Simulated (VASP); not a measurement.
Input of a VASP 6.6.1 run:

Contents of POSCAR:

```
Se
1.0
    4.0663877714      0.0000000000      0.0000000000
   -2.0331938857      3.5215951117      0.0000000000
    0.0000000000      0.0000000000      5.1281022030
Se
3
Direct
    0.2474441096      0.0000000000      0.1666666667
    0.0000000000      0.2474441096      0.8333333333
    0.7525558904      0.7525558904      0.5000000000
```

File INCAR.step1:

```
SYSTEM = Se
ALGO     = Normal         ! electronic algorithm
EDIFF    = 1E-6           ! SCF threshold, eV
ENCUT    = 520            ! plane-wave cutoff, eV
GGA      = PE             ! functional
ISIF     = 2              ! what is computed and relaxed
ISMEAR   = 0              ! smearing method
IVDW     = 12             ! dispersion correction
LASPH    = .True.         ! aspherical terms in the spheres
LCHARG   = .True.         ! write CHGCAR
LREAL    = .False.        ! projectors in reciprocal space
LWAVE    = .False.        ! write WAVECAR
NBANDS   = 16             ! bands
NELM     = 100            ! most SCF steps
PREC     = Accurate       ! precision mode
SIGMA    = 0.02           ! smearing width, eV
```

The input KPOINTS.step1:

```
k-points
0
Gamma
  12 12 8
  0 0 0
```

The input INCAR.step2:

```
SYSTEM = Se
ALGO     = Normal         ! electronic algorithm
EDIFF    = 1E-6           ! SCF threshold, eV
ENCUT    = 520            ! plane-wave cutoff, eV
GGA      = PE             ! functional
ICHARG   = 11             ! starting density
ISIF     = 2              ! what is computed and relaxed
ISMEAR   = -5             ! smearing method
IVDW     = 12             ! dispersion correction
LASPH    = .True.         ! aspherical terms in the spheres
LCHARG   = .False.        ! write CHGCAR
LORBIT   = 11             ! projections on sites
LREAL    = .False.        ! projectors in reciprocal space
LWAVE    = .False.        ! write WAVECAR
NBANDS   = 16             ! bands
NEDOS    = 2001           ! points of the DOS
NELM     = 100            ! most SCF steps
PREC     = Accurate       ! precision mode
SIGMA    = 0.02           ! smearing width, eV
```

The input KPOINTS.step2:

```
k-points
0
Gamma
  18 18 12
  0 0 0
```

Potentials or basis: VASP PAW PBE potentials, release 64 (Se).

Run with:

```console
$ cat potpaw_PBE.64/Se/POTCAR > POTCAR
$ cp INCAR.step1 INCAR
$ cp KPOINTS.step1 KPOINTS
$ mpirun -np 1 vasp_std > vasp.out
$ cp INCAR.step2 INCAR
$ cp KPOINTS.step2 KPOINTS
$ mpirun -np 1 vasp_std > vasp.out
```

(1) Predict the dispersion energy per atom.

Answers

(1) -0.356 eV.
